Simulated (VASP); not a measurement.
Runs of VASP 6.6.1 on SrO. The structure is cubic, space group Fm-3m (No. 225). Conventional cell: a = 5.133 Å, b = 5.133 Å, c = 5.133 Å, α = 90.00°, β = 90.00°, γ = 90.00°. Within 3.4 Å of Sr (site symmetry m-3m) lie 6 O at 2.57 Å. Within 3.4 Å of O (site symmetry m-3m) lie 6 Sr at 2.57 Å. 

```tsv
task	level	spin	cell	k mesh	cutoff (eV)	share of exact exchange	second try	screening parameter	gap on the mesh (eV)	pressure (GPa)	relaxed volume (Å³/atom)
relaxation of cell and atoms	PBE-based screened hybrid with 25 % exact exchange	off	relaxed	5 × 5 × 5	800	0.25	timeout	0.3 1/Å	(b)	0.0	(a)
relaxation of cell and atoms	B3LYP	off	relaxed	5 × 5 × 5	600	0.2	-	-	5.36	0.0	17.67
relaxation of cell and atoms	PBE0	off	relaxed	5 × 5 × 5	600	0.25	-	-	5.69	0.0	17.17
single point	PBE0	non-collinear, zero start, SOC	as given	4 × 4 × 4	520	0.25	-	-	-	1.6	-
```

Alike in all rows: potentials or basis VASP PAW PBE potentials, release 64 (Sr_sv, O); smearing fermi-dirac 0.05 eV.

Task: Estimate the missing entries.

Result: (a) 17.22; (b) 4.70.

Caveats: all runs use coarse meshes; the PAW data sets were made with another functional, which shifts forces and pressure a little; an odd mesh through Γ misses points on the zone boundary, where band edges can lie (at least some runs).

A k mesh can miss the band edges, and rows without SOC leave out spin-orbit coupling on Sr.
